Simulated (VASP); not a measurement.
A run of VASP 6.6.1 is set up as follows.

Contents of INCAR:

```
SYSTEM = AlN
PREC = Accurate
ENCUT = 520
EDIFF = 1E-6
ISMEAR = 0
SIGMA = 0.01
LREAL = .FALSE.
LASPH = .TRUE.
NELM = 100
ALGO = Normal
ISIF = 2
LWAVE = .FALSE.
LCHARG = .FALSE.
GGA = PE
NBANDS = 11
```

File KPOINTS:

```
Automatic mesh
0
G
  6 6 6
  0 0 0
```

File POSCAR:

```
AlN
1.0
    0.0000000000      2.0188684697      2.0188684697
    2.0188684697      0.0000000000      2.0188684697
    2.0188684697      2.0188684697      0.0000000000
Al N
1 1
Direct
    0.0000000000      0.0000000000      0.0000000000
    0.5000000000      0.5000000000      0.5000000000
```

Potentials or basis: VASP PAW PBE potentials, release 64 (Al, N).

The run is started by

```console
$ cat potpaw_PBE.64/Al/POTCAR potpaw_PBE.64/N/POTCAR > POTCAR
$ mpirun -np 1 vasp_std > vasp.out
```

Predict the band gap on the k mesh.

4.64 eV, indirect (least direct gap 5.74 eV).

Estimate the pressure.

6.1 GPa.

Caveat: the k points lie up to 0.45 Å⁻¹ apart. A k mesh can miss the band edges.
